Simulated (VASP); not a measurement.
**PtS2: relaxation of cell and atoms with PBE**

Crystal: PtS2.

```
CELL_PARAMETERS angstrom
0.00000 3.04718 3.04718
3.04718 0.00000 3.04718
3.04718 3.04718 0.00000
ATOMIC_POSITIONS crystal
Pt 0.00000 0.00000 0.00000
S 0.25000 0.25000 0.25000
S 0.75000 0.75000 0.75000
```

- Program: VASP 6.6.1
- Task: relaxation of cell and atoms
- Functional: PBE
- Potentials or basis: VASP PAW PBE potentials, release 64 (Pt, S)
- Cutoff: 600 eV
- k mesh: 6 × 6 × 6
- Occupations: fermi-dirac, width 0.02 eV
- Spin: no spin polarisation
- Dipole correction: no
- Further INCAR settings: ALGO = Normal; EDIFF = 1e-06; IBRION = 2; EDIFFG = -0.005; NSW = 80; ISIF = 3

The relaxed volume is 17.72 Å³/atom and the relaxed cell is a = 4.221 Å, b = 4.221 Å, c = 4.221 Å, α = 60.00°, β = 60.00°, γ = 60.00°. The space group after relaxing (to 0.05 Å) is Fm-3m (No. 225), the energy gained by relaxing is 25.8 meV/atom and the ionic steps are 6. The pressure after relaxing is 0.0 GPa and the band gap on the k mesh is zero (band 11 reaches 8.34 eV, above the bottom of band 12 at 7.75 eV).

The path:
| step | energy change (eV) | largest force (eV/Å) | pressure (GPa) | volume (Å³) |
| --- | --- | --- | --- | --- |
| 1 | 0.0000 | 0.0000 | -6.81 | 56.59 |
| 2 | -0.0082 | 0.0000 | 8.09 | 50.27 |
| 3 | -0.0775 | 0.0000 | -0.06 | 53.19 |
| 4 | -0.0774 | 0.0000 | 0.10 | 53.12 |
| 5 | -0.0774 | 0.0000 | -0.11 | 53.20 |
| 6 | -0.0775 | 0.0000 | 0.01 | 53.16 |

Final structure:
```xyz
3
Lattice="0.0000 2.9844 2.9844 2.9844 0.0000 2.9844 2.9844 2.9844 0.0000" Properties=species:S:1:pos:R:3 pbc="T T T"
Pt    2.9844    2.9844    0.0000
S     1.4922    1.4922    1.4922
S     4.4766    4.4766    4.4766
```

Levels at points of the mesh, in eV from the Fermi level:
```tsv
k point	band 9	band 10	band 11	band 12	band 13	band 14
(0.00, 0.00, 0.00)	-1.52	-1.52	0.38	0.38	0.38	2.83
(0.50, 0.00, 0.00)	-3.90	-3.78	-2.26	0.42	0.42	4.87
(0.50, 0.50, 0.00)	-3.64	-2.46	0.04	1.14	1.14	2.40
```

It took 81 s on 1 thread of Intel(R) Xeon(R) Platinum 8488C (Sapphire Rapids), on a shared host, peak memory 0.21 GiB.

Caveat: spin-orbit coupling is left out, which moves the levels of the heavy elements.
